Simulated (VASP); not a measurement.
# Te: electric field gradients with PBEsol

The system is Te.

```
CELL_PARAMETERS angstrom
0.00000 3.30955 3.30955
3.30955 0.00000 3.30955
3.30955 3.30955 0.00000
ATOMIC_POSITIONS crystal
Te 0.91250 0.86250 0.86250
Te 0.08750 0.13750 0.13750
```

This cell differs from its parent crystal: shortest bond scaled by 1.1.

```
Program                : VASP 6.6.1
Task                   : electric field gradients
Functional             : PBEsol
Potentials or basis    : VASP PAW PBE potentials, release 64 (Te)
Cutoff                 : 520 eV
k mesh                 : 8 × 8 × 8
Occupations            : fermi-dirac, width 0.05 eV
Spin                   : no spin polarisation
Dipole correction      : no
Further INCAR settings : ALGO = Normal; EDIFF = 1e-08; NBANDS = 13
```

```
Pressure               : 9.4 GPa
Largest force          : 0.058 eV/Å
Band gap on the k mesh : zero (band 6 reaches 5.84 eV, above the bottom of band 7 at 4.99 eV)
```

Forces on the atoms (eV/Å):
```
Te  -0.034  0.034  0.034
Te   0.034 -0.034 -0.034
```

Stress tensor (GPa, compression positive):
```
 9.43  0.83  0.83
 0.83  9.43 -0.83
 0.83 -0.83  9.43
```

Levels at points of the mesh, in eV from the Fermi level:
```tsv
k point	band 2	band 3	band 4	band 5	band 6	band 7	band 8	band 9	band 10	band 11
(0.00, 0.00, 0.00)	-7.78	-4.22	-4.22	-2.25	-1.77	-0.53	-0.53	3.34	5.88	5.88
(0.50, 0.00, 0.00)	-9.52	-4.70	-4.70	-4.54	0.01	0.01	2.25	5.02	6.89	6.89
(0.00, 0.50, 0.00)	-11.04	-5.03	-3.75	-3.52	-0.59	1.31	2.82	5.21	5.35	5.69
(0.50, 0.50, 0.00)	-11.73	-5.61	-4.85	-2.39	-1.54	2.75	3.18	5.09	5.72	7.56
```

Electric field gradients, principal values (V/Å²):
| atom | least | middle | greatest (by size) |
| --- | --- | --- | --- |
| 1 Te | 162.395 | 162.395 | -324.791 |
| 2 Te | 162.395 | 162.395 | -324.791 |

It took 46 s on 1 thread of Intel Xeon 6975P-C, on a shared host, peak memory 0.23 GiB.

Caveat: the cell differs from its parent crystal (shortest bond scaled by 1.1); without QUAD_EFG the Cq values of the log hold for a quadrupole moment of 1 mb, not for the nuclei; the PAW data sets were made with another functional, which shifts forces and pressure a little; spin-orbit coupling is left out, which moves the levels of the heavy elements.
